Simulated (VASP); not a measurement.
A run of VASP 6.6.1 is set up as follows.

Contents of INCAR:

```
SYSTEM = Tl
PREC = Accurate ; ENCUT = 520
EDIFF = 1E-7 ; ISMEAR = -1
SIGMA = 0.13605693000000002 ; LREAL = .FALSE.
LASPH = .TRUE. ; NELM = 80
ALGO = Normal ; ISIF = 2
LWAVE = .FALSE. ; LCHARG = .FALSE.
GGA = PS ; NBANDS = 20
```

File KPOINTS:

```
Automatic mesh
0
G
  8 8 8
  0 0 0
```

File POSCAR:

```
Tl
1.0
    0.0000000000      3.4457484560      3.4457484560
    3.4457484560      0.0000000000      3.4457484560
    3.4457484560      3.4457484560      0.0000000000
Tl
2
Direct
    0.0000000000      0.0000000000      0.0000000000
    0.2500000000      0.2500000000      0.2500000000
```

Potentials or basis: VASP PAW PBE potentials, release 64 (Tl_d).

Command:

```console
$ cat potpaw_PBE.64/Tl_d/POTCAR > POTCAR
$ mpirun -np 1 vasp_std > vasp.out
```

Task: What does it give for the band gap on the k mesh?

Result: Zero (band 13 reaches 5.57 eV, above the bottom of band 14 at 2.18 eV).

Task: Estimate the pressure.

Result: -0.1 GPa.

Caveat: the PAW data sets were made with another functional, which shifts forces and pressure a little; spin-orbit coupling is left out, which moves the levels of the heavy elements.
